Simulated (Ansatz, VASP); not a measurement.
# Rh: VASP beside Ansatz

File INCAR:

```
ALGO = Normal
EDIFF = 1E-6
ENCUT = 520
GGA = PS
ISIF = 2
ISMEAR = -1
LASPH = True
LCHARG = False
LREAL = False
LWAVE = False
NBANDS = 14
NELM = 60
PREC = Accurate
SIGMA = 0.05
```

Contents of KPOINTS:

```
k-points
0
Gamma
  17 17 17
```

Contents of POSCAR:

```
Rh
1.0
    0.0000000000      1.8514169998      1.8514169998
    1.8514169998      0.0000000000      1.8514169998
    1.8514169998      1.8514169998      0.0000000000
Rh
1
Direct
    0.0000000000      0.0000000000      0.0000000000
```

Input for Ansatz:

```yaml
crystal:
  lattice:
    - [0.0, 1.8514169998, 1.8514169998]
    - [1.8514169998, 0.0, 1.8514169998]
    - [1.8514169998, 1.8514169998, 0.0]
  atoms:
    - { symbol: Rh, position: [0.0, 0.0, 0.0] }
kpoints:
  mp_grid: { grid: [17, 17, 17] }
scf:
  occupations: { method: fermi_dirac, width: 0.05 }
hamiltonian:
  xc: pbesol
  pseudopotentials: { kind: all_electron, lapw: { basis_error: 0.001 } }
output:
  forces: true
  stress: true
  eigenvalues: true
  populations: true
```

Change from the starting cell: volume scaled by 0.94, LAPW.

Alike in both runs: task single point; functional PBEsol; k mesh 17 × 17 × 17; occupations fermi-dirac, width 0.05 eV; no spin polarisation.

```csv
,VASP,Ansatz
version,VASP 6.6.1,Ansatz 0.2.0
potentials or method,"VASP PAW PBE potentials, release 64 (Rh_pv), cutoff 520 eV","all-electron LAPW, scalar-relativistic"
```

|  | VASP | Ansatz | Ansatz less VASP |
| --- | --- | --- | --- |
| pressure (GPa) | 21.3 | 21.4 | +0.07 |

VASP's potentials were made for PBE, not for PBEsol. Ansatz ran all-electron here, and VASP with PAW potentials.
